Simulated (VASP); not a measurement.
# AlIn2As2P (P-3m1) in VASP: notebook

The runs below take AlIn2As2P through single point, with PBE.

All numbers are computed with VASP 6.6.1; they aren't measurements. Logs are shortened: lines on timing, memory, paths and dates and some standing lists are left out, and cuts for length are marked.

## (1) The cell of the first run

The structure is trigonal, space group P-3m1 (No. 164). The conventional cell has a = 4.391 Å, b = 4.391 Å, c = 7.285 Å, α = 90.00°, β = 90.00°, γ = 120.00°. Within 3.7 Å of Al (site symmetry -3m) lie 6 In at 2.80 Å and 6 As at 3.03 Å and 2 P at 3.64 Å. In (site symmetry 3m) has 4 As at 2.58 to 2.85 Å and 3 Al at 2.80 Å within 3.4 Å. P (site symmetry -3m) has 6 As at 3.22 Å and 6 In at 3.52 Å and 2 Al at 3.64 Å within 4.2 Å. As (site symmetry 3m) has 4 In at 2.58 to 2.85 Å and 3 Al at 3.03 Å and 3 P at 3.22 Å within 3.4 Å.

## (2) Single point, PBE

INCAR

```
SYSTEM = AlIn2As2P
PREC     = Accurate       ! precision mode
ENCUT    = 520            ! plane-wave cutoff, eV
EDIFF    = 1E-6           ! SCF threshold, eV
ISMEAR   = 0              ! smearing method
SIGMA    = 0.1            ! smearing width, eV
LREAL    = .False.        ! projectors in reciprocal space
LASPH    = .True.         ! aspherical terms in the spheres
NELM     = 60             ! most SCF steps
ALGO     = Normal         ! electronic algorithm
ISIF     = 2              ! what is computed and relaxed
LWAVE    = .False.        ! write WAVECAR
LCHARG   = .False.        ! write CHGCAR
GGA      = PE             ! functional
NBANDS   = 31             ! bands
```

KPOINTS

```
regular mesh
0
Gamma
  6 6 4
  0 0 0
```

POSCAR

```
AlIn2As2P
1.0
    4.3910399300      0.0000000000      0.0000000000
   -2.1955199600      3.8027521300      0.0000000000
    0.0000000000      0.0000000000      7.2853520900
Al In P As
1 2 1 2
Direct
    0.0000000000      0.0000000000      0.5000000000
    0.6666666700      0.3333333300      0.6642119900
    0.3333333300      0.6666666700      0.3357880100
    0.0000000000      0.0000000000      0.0000000000
    0.6666666700      0.3333333300      0.2723650000
    0.3333333300      0.6666666700      0.7276350000
```

Potentials or basis: VASP PAW PBE potentials, release 64 (Al, In_d, P, As).

Run with:

```
cat potpaw_PBE.64/Al/POTCAR potpaw_PBE.64/In_d/POTCAR potpaw_PBE.64/P/POTCAR potpaw_PBE.64/As/POTCAR > POTCAR
mpirun -np 1 vasp_std > vasp.out
```

OUTCAR:

```text
SYSTEM = AlIn2As2P
   PREC = Accurate
   ENCUT = 520
   EDIFF = 1E-6
   ISMEAR = 0
   LREAL = .False.
   LASPH = .True.
   NELM = 60
   ISIF = 2
   GGA = PE

 ion  position               nearest neighbor table
   1  0.000  0.000  0.500-   2 2.80   3 2.80   3 2.80   2 2.80   2 2.80   3 2.80   5 3.03   6 3.03
                             5 3.03   6 3.03   5 3.03   6 3.03
   2  0.667  0.333  0.664-   6 2.58   6 2.58   6 2.58   1 2.80   1 2.80   1 2.80   5 2.85   3 3.49
                             3 3.49   3 3.49
   3  0.333  0.667  0.336-   5 2.58   5 2.58   5 2.58   1 2.80   1 2.80   1 2.80   6 2.85   2 3.49
                             2 3.49   2 3.49
   4  0.000  0.000  0.000-
   5  0.667  0.333  0.272-   3 2.58   3 2.58   3 2.58   2 2.85   1 3.03   1 3.03   1 3.03
   6  0.333  0.667  0.728-   2 2.58   2 2.58   2 2.58   3 2.85   1 3.03   1 3.03   1 3.03

  LATTYP: Found a hexagonal cell.
 ALAT       =     4.3910399300
 C/A-ratio  =     1.6591404784

  Lattice vectors:

 A1 = (   4.3910399300,   0.0000000000,   0.0000000000)
 A2 = (  -2.1955199600,   3.8027521300,   0.0000000000)
 A3 = (   0.0000000000,   0.0000000000,   7.2853520900)

Analysis of symmetry for initial positions (statically):
=====================================================================
 Subroutine PRICEL returns:
 Original cell was already a primitive cell.

 Routine SETGRP: Setting up the symmetry group for a
 hexagonal supercell.

 Subroutine GETGRP returns: Found 12 space group operations
 (whereof 12 operations were pure point group operations)
 out of a pool of 24 trial point group operations.

The static configuration has the point symmetry D_3d.

Analysis of symmetry for dynamics (positions and initial velocities):
=====================================================================
 Subroutine PRICEL returns:
 Original cell was already a primitive cell.

 Routine SETGRP: Setting up the symmetry group for a
 hexagonal supercell.

 Subroutine GETGRP returns: Found 12 space group operations
 (whereof 12 operations were pure point group operations)
 out of a pool of 24 trial point group operations.

The dynamic configuration has the point symmetry D_3d.

 Subroutine INISYM returns: Found 12 space group operations
 (whereof 12 operations are pure point group operations),
 and found     1 'primitive' translations

----------------------------------------------------------------------------------------

                                     Primitive cell

  volume of cell :     121.6511

  direct lattice vectors                    reciprocal lattice vectors
     4.391039930  0.000000000  0.000000000     0.227736485  0.131483721  0.000000000
    -2.195519960  3.802752130  0.000000000     0.000000000  0.262967442  0.000000000
     0.000000000  0.000000000  7.285352090     0.000000000  0.000000000  0.137261726

  length of vectors
     4.391039930  4.391039929  7.285352090     0.262967442  0.262967442  0.137261726

  position of ions in fractional coordinates (direct lattice)
     0.000000000  0.000000000  0.500000000
     0.666666670  0.333333330  0.664211990
     0.333333330  0.666666670  0.335788010
     0.000000000  0.000000000  0.000000000
     0.666666670  0.333333330  0.272365000
     0.333333330  0.666666670  0.727635000

  ion indices of the primitive-cell ions
   primitive index   ion index
                 1           1
                 2           2
                 3           3
                 4           4
                 5           5
                 6           6

----------------------------------------------------------------------------------------

 KPOINTS: regular mesh

Automatic generation of k-mesh.
 Grid dimensions read from file:
 generate k-points for:    6    6    4

 Generating k-lattice:

  Cartesian coordinates                     Fractional coordinates (reciprocal lattice)
     0.037956081  0.021913953  0.000000000     0.166666667 -0.000000000  0.000000000
     0.000000000  0.043827907  0.000000000     0.000000000  0.166666667  0.000000000
     0.000000000  0.000000000  0.034315431     0.000000000  0.000000000  0.250000000

  Length of vectors
     0.043827907  0.043827907  0.034315431

  Shift w.r.t. Gamma in fractional coordinates (k-lattice)
     0.000000000  0.000000000  0.000000000

 Subroutine IBZKPT returns following result:
 ===========================================

 Found     24 irreducible k-points:

 Following reciprocal coordinates:
            Coordinates               Weight
  0.000000  0.000000  0.000000      1.000000
  0.166667  0.000000  0.000000      6.000000
  0.333333  0.000000  0.000000      6.000000
  0.500000  0.000000  0.000000      3.000000
  0.166667  0.166667  0.000000      6.000000
  0.333333  0.166667  0.000000     12.000000
[... 16 lines left out ...]
  0.333333  0.166667  0.500000     12.000000
  0.333333  0.333333  0.500000      2.000000
   k-points           NKPTS =     24   k-points in BZ     NKDIM =     24   number of bands    NBANDS=     31
   number of dos      NEDOS =    301   number of ions     NIONS =      6
   total plane-waves  NPLWV =  69984
   dimension x,y,z NGX =    36 NGY =   36 NGZ =   54
   dimension x,y,z NGXF=    72 NGYF=   72 NGZF=  108
   ions per type =               1   2   1   2
   NGX,Y,Z   is equivalent  to a cutoff of  13.63, 13.63, 12.32 a.u.
   NGXF,Y,Z  is equivalent  to a cutoff of  27.26, 27.26, 24.64 a.u.
 SYSTEM =  AlIn2As2P
   PREC   = accura    normal or accurate (medium, high low for compatibility)
   ISTART =      0    job   : 0-new  1-cont  2-samecut
   ICHARG =      2    charge: 1-file 2-atom 10-const
   ISPIN  =      1    spin polarized calculation?
   LNONCOLLINEAR =      F non collinear calculations
   LSORBIT =      F    spin-orbit coupling
   LASPH  =      T    aspherical Exc in radial PAW
   ENCUT  =  520.0 eV  38.22 Ry    6.18 a.u.   8.16  8.16 13.55*2*pi/ulx,y,z
   NELM   =     60;   NELMIN=  2; NELMDL= -5     # of ELM steps
   EDIFF  = 0.1E-05   stopping-criterion for ELM
   LREAL  =      F    real-space projection
   EDIFFG = 0.1E-04   stopping-criterion for IOM
   NSW    =      0    number of steps for IOM
   IBRION =     -1    ionic relax: 0-MD 1-quasi-New 2-CG
   NFREE  =      0    steps in history (QN), initial steepest desc. (CG)
   ISIF   =      2    stress and relaxation
   ISYM   =      2    0-nonsym 1-usesym 2-fastsym
   POTIM  = 0.5000    time-step for ionic-motion
   TEBEG  =    0.0;   TEEND  =   0.0 temperature during run
   PSTRESS=    0.0 pullay stress
   NELECT =      44.0000    total number of electrons
   NUPDOWN=      -1.0000    fix difference up-down
   EMIN   =  10.00;   EMAX   =-10.00  energy-range for DOS
   EFERMI =   0.00;   METHOD = LEGACY
   ISMEAR =     0;   SIGMA  =   0.10  broadening in eV -4-tet -1-fermi 0-gaus
   EFERMI_NEDOS =   21; number of points for ismear=-14 and -15
   IALGO  =     38    algorithm
   IMIX   =      4    mixing-type and parameters
     AMIX     =   0.40;   BMIX     =  1.00
     AMIX_MAG =   1.60;   BMIX_MAG =  1.00
  volume/ion in A,a.u.               =      20.28       136.82
  Fermi-wavevector in a.u.,A,eV,Ry     =   1.166417  2.204208 18.511107  1.360528
  Thomas-Fermi vector in A             =   2.302930
   LORBIT       =      0    0 simple, 1 ext, 2 COOP (PROOUT), +10 PAW based schemes
   GGA     = PE    functional components
   LHFCALC =     F    Hartree Fock is set to
   AEXX    =    0.0000 exact exchange contribution
   IVDW    =     0    specifies the selected vdW correction
   LEPSILON=     F    determine dielectric tensor
   LRPA    =     F    only Hartree local field effects (RPA)
 non-spin polarized calculation
 Gauss-broadening in eV      SIGMA  =   0.10
  energy-cutoff  :      520.00
  volume of cell :      121.65
 maximum number of plane-waves:      3282
 NGX is ok and might be reduce to    36
   NGX = 17   NGY = 17   NGZ = 27

 number of electron      44.0000004 magnetization

 Free energy of the ion-electron system (eV)
  ---------------------------------------------------
  ext. energy  EPLUGINS =         0.00000000
  ---------------------------------------------------
  free energy    TOTEN  =       -19.11179621 eV

  energy without entropy =      -19.09663743  energy(sigma->0) =      -19.10421682

 E-fermi :   7.2760     XC(G=0): -10.4063

 val. band max:        7.1968477431   @ k =   0.5000   0.0000   0.2500
 cond. band min:       7.2970253403   @ k =   0.1667   0.0000   0.5000
 fundamental gap:      0.1001775973
 Fermi energy:         7.2759741323

 k-point     1 :       0.0000    0.0000    0.0000
  band No.  band energies     occupation
      1      -8.0658      2.00000
      2      -7.8770      2.00000
      3      -7.8770      2.00000
      4      -7.7985      2.00000
      5      -7.7985      2.00000
      6      -7.7488      2.00000
[... 23 lines left out ...]
     30      10.7765      0.00000
     31      11.2773      0.00000

 k-point     2 :       0.1667    0.0000    0.0000
  band No.  band energies     occupation
      1      -8.0536      2.00000
      2      -7.9082      2.00000
      3      -7.8529      2.00000
      4      -7.7822      2.00000
      5      -7.7800      2.00000
      6      -7.7225      2.00000
[... 23 lines left out ...]
     30      11.2068      0.00000
     31      11.4226      0.00000

 k-point     3 :       0.3333    0.0000    0.0000
  band No.  band energies     occupation
      1      -8.0581      2.00000
      2      -7.9353      2.00000
      3      -7.8001      2.00000
      4      -7.7608      2.00000
      5      -7.7453      2.00000
      6      -7.7348      2.00000
[... 23 lines left out ...]
     30      12.2917      0.00000
     31      12.7578      0.00000

 k-point     4 :       0.5000    0.0000    0.0000
  band No.  band energies     occupation
      1      -8.0728      2.00000
      2      -7.9390      2.00000
      3      -7.7670      2.00000
      4      -7.7649      2.00000
      5      -7.7495      2.00000
      6      -7.7282      2.00000
[... 23 lines left out ...]
     30      13.1639      0.00000
     31      13.7344      0.00000

 k-point     5 :       0.1667    0.1667    0.0000
  band No.  band energies     occupation
      1      -8.0402      2.00000
      2      -7.9453      2.00000
      3      -7.8040      2.00000
      4      -7.7746      2.00000
      5      -7.7464      2.00000
      6      -7.7404      2.00000
[... 23 lines left out ...]
     30      12.0437      0.00000
     31      12.5978      0.00000
[... 542 lines left out ...]
     30      13.2772      0.00000
     31      14.2366      0.00000

 k-point    22 :       0.1667    0.1667    0.5000
  band No.  band energies     occupation
      1      -8.0384      2.00000
      2      -7.9434      2.00000
      3      -7.8046      2.00000
      4      -7.7744      2.00000
      5      -7.7474      2.00000
      6      -7.7389      2.00000
[... 23 lines left out ...]
     30      11.9169      0.00000
     31      13.4729      0.00000

 k-point    23 :       0.3333    0.1667    0.5000
  band No.  band energies     occupation
      1      -8.0373      2.00000
      2      -7.9521      2.00000
      3      -7.7972      2.00000
      4      -7.7546      2.00000
      5      -7.7361      2.00000
      6      -7.7340      2.00000
[... 23 lines left out ...]
     30      13.2180      0.00000
     31      14.5100      0.00000

 k-point    24 :       0.3333    0.3333    0.5000
  band No.  band energies     occupation
      1      -7.9845      2.00000
      2      -7.9845      2.00000
      3      -7.8321      2.00000
      4      -7.7328      2.00000
      5      -7.7288      2.00000
      6      -7.7158      2.00000
[... 23 lines left out ...]
     30      11.5298      0.00000
     31      14.1770      0.00000

------------------------ aborting loop because EDIFF is reached ----------------------------------------

  FORCE on cell =-STRESS in cart. coord.  units (eV):
  Direction    XX          YY          ZZ          XY          YZ          ZX
  --------------------------------------------------------------------------------------
  -------------------------------------------------------------------------------------
  Total       14.9061834     14.9061835      4.0728155      0.0000000      0.0000000     -0.0000000
  in kB      196.3184398    196.3184400     53.6400739      0.0000003      0.0000000     -0.0000000
  external PRESSURE =     148.7589846 kB  Pullay stress =       0.0000000 kB

 VOLUME and BASIS-vectors are now :
 -----------------------------------------------------------------------------
  energy-cutoff  :      520.00
  volume of cell :      121.65
      direct lattice vectors                 reciprocal lattice vectors
     4.391039930  0.000000000  0.000000000     0.227736485  0.131483721  0.000000000
    -2.195519960  3.802752130  0.000000000     0.000000000  0.262967442  0.000000000
     0.000000000  0.000000000  7.285352090     0.000000000  0.000000000  0.137261726

 POSITION                                       TOTAL-FORCE (eV/Angst)
 -----------------------------------------------------------------------------------
      0.00000      0.00000      3.64268        -0.000000      0.000000      0.000000
      2.19552      1.26758      4.83902         0.000000      0.000000      1.197055
     -0.00000      2.53517      2.44633         0.000000     -0.000000     -1.197055
      0.00000      0.00000      0.00000        -0.000000      0.000000      0.000000
      2.19552      1.26758      1.98427        -0.000000      0.000000     -2.174152
     -0.00000      2.53517      5.30108        -0.000000      0.000000      2.174152
 -----------------------------------------------------------------------------------
    total drift:                               -0.000000      0.000000      0.000000

  FREE ENERGIE OF THE ION-ELECTRON SYSTEM (eV)
  ---------------------------------------------------
  free  energy   TOTEN  =       -19.1117962062 eV

  energy  without entropy=      -19.0966374261  energy(sigma->0) =      -19.10421682
```

Wall time 39 s (1 thread of Intel Xeon 6975P-C (Granite Rapids), shared host); peak memory 0.3 GiB.

What came out:

- Free energy: -19.1118 eV
- Pressure: 14.9 GPa
- Largest force: 2.174 eV/Å
- Band gap on the k mesh: zero (band 22 reaches 8.08 eV, above the bottom of band 23 at 6.66 eV)

Forces in eV/Å, atoms in the order of the input:
```
Al   0.000  0.000  0.000
In   0.000  0.000  1.197
In   0.000  0.000 -1.197
P    0.000  0.000  0.000
As   0.000  0.000 -2.174
As   0.000  0.000  2.174
```

Stress tensor (GPa, compression positive):
```
19.63  0.00  0.00
 0.00 19.63  0.00
 0.00  0.00  5.36
```

Caveat: spin-orbit coupling is left out, which moves the levels of the heavy elements; forces of over 1 eV/Å act on the atoms, so gaps and moduli don't describe the material at rest.

## (3) Single point, PBE

This run uses another cell than the first one, of 20.84 Å³/atom, 1.028 times its volume.

INCAR

```
ALGO     = Normal         # electronic algorithm
EDIFF    = 1E-7           # SCF threshold, eV
ENCUT    = 520            # plane-wave cutoff, eV
GGA      = PE             # functional
ISIF     = 2              # what is computed and relaxed
ISMEAR   = 0              # smearing method
LASPH    = True           # aspherical terms in the spheres
LCHARG   = True           # write CHGCAR
LELF     = True           # ELF
LREAL    = False          # projectors in reciprocal space
LVHAR    = True         
LWAVE    = False          # write WAVECAR
NBANDS   = 31             # bands
NELM     = 80             # most SCF steps
PREC     = Accurate       # precision mode
SIGMA    = 0.1            # smearing width, eV
```

KPOINTS

```
k-points
0
Gamma
  6 6 4
```

POSCAR

```
AlIn2As2P
1.0
    5.0339537338     -0.0000000033      0.0000000000
   -2.5169768640      4.3595318166      0.0000000000
    0.0000000000      0.0000000000      5.6969718464
Al In P As
1 2 1 2
Direct
    0.0000000000      0.0000000000      0.5000000000
    0.6666666667      0.3333333333      0.8102438882
    0.3333333333      0.6666666667      0.1897561118
    0.0000000000      0.0000000000      0.0000000000
    0.6666666667      0.3333333333      0.3029656396
    0.3333333333      0.6666666667      0.6970343604
```

Potentials or basis: VASP PAW PBE potentials, release 64 (Al, In_d, P, As).

Run with:

```
cat potpaw_PBE.64/Al/POTCAR potpaw_PBE.64/In_d/POTCAR potpaw_PBE.64/P/POTCAR potpaw_PBE.64/As/POTCAR > POTCAR
mpirun -np 1 vasp_std > vasp.out
```

It took 45 s on 1 thread of Intel Xeon 6975P-C (Granite Rapids), shared host; peak memory 0.3 GiB.

It converged, with:

| Quantity | Value |
| --- | --- |
| Free energy | -21.8385 eV |
| Pressure | 0.1 GPa |
| Largest force | 0.010 eV/Å |
| Band gap on the k mesh | zero (band 22 reaches 7.61 eV, above the bottom of band 23 at 5.90 eV) |

Forces in eV/Å, atoms in the order of the input:
```
Al   0.000  0.000  0.000
In   0.000  0.000  0.005
In   0.000  0.000 -0.005
P    0.000  0.000  0.000
As   0.000  0.000  0.010
As   0.000  0.000 -0.010
```

Levels at points of the mesh, in eV from the Fermi level:
```
           k point  band 19  band 20  band 21  band 22  band 23  band 24  band 25  band 26
(0.00, 0.00, 0.00)    -2.96    -1.70    -1.25    -0.62    -0.50    -0.50    -0.11     1.84
(0.50, 0.00, 0.00)    -2.52    -2.35    -1.38    -0.48     1.09     1.49     1.93     3.39
(0.00, 0.00, 0.50)    -2.12    -2.12    -2.02    -2.02    -0.44    -0.44    -0.37     0.12
(0.50, 0.00, 0.50)    -0.52    -0.47     0.48     0.63     1.00     1.12     2.25     3.19
```

Caveat: spin-orbit coupling is left out, which moves the levels of the heavy elements.
